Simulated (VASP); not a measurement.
Runs of VASP 6.6.1 on C. The structure is that of space group P6_3/mmc (No. 194), or close to it. The cells are those of the table. 

```csv
task,cell,pressure (GPa)
relaxation of cell and atoms,"relaxed to 7 GPa from a = 2.459, b = 2.459, c = 7.286 Å, angles 90.0, 90.0, 120.0°, 4 atoms",7.0
single point,"a = 2.455, b = 2.455, c = 6.618 Å, angles 90.0, 90.0, 120.0°, 4 atoms",2.3
relaxation of cell and atoms,"relaxed to -2 GPa from a = 2.459, b = 2.459, c = 7.286 Å, angles 90.0, 90.0, 120.0°, 4 atoms",-2.0
relaxation of cell and atoms,"relaxed to 10 GPa from a = 2.459, b = 2.459, c = 7.286 Å, angles 90.0, 90.0, 120.0°, 4 atoms",10.0
single point,"a = 2.459, b = 2.459, c = 7.286 Å, angles 90.0, 90.0, 120.0°, 4 atoms",0.2
single point,"a = 2.441, b = 2.441, c = 5.914 Å, angles 90.0, 90.0, 120.0°, 4 atoms",(a)
relaxation of cell and atoms,"relaxed to 4 GPa from a = 2.459, b = 2.459, c = 7.286 Å, angles 90.0, 90.0, 120.0°, 4 atoms",4.0
relaxation of cell and atoms,"relaxed to 2 GPa from a = 2.459, b = 2.459, c = 7.286 Å, angles 90.0, 90.0, 120.0°, 4 atoms",2.0
```

Alike in all rows: level PBEsol; potentials or basis VASP PAW PBE potentials, release 64 (C); no spin polarisation; k mesh 10 × 10 × 4; cutoff (eV) 600; smearing gaussian 0.01 eV.

Problem. Fill in the values left out.

Solution. (a) 10.3.

Caveats: this functional lacks dispersion, which binds the layers, so the pressure and a relaxed spacing across them are unreliable; the PAW data sets were made with another functional, which shifts forces and pressure a little; the cell is relaxed towards a set pressure, so the run minimises the enthalpy, not the energy (at least some runs); the cell stands under pressure (at least some runs).
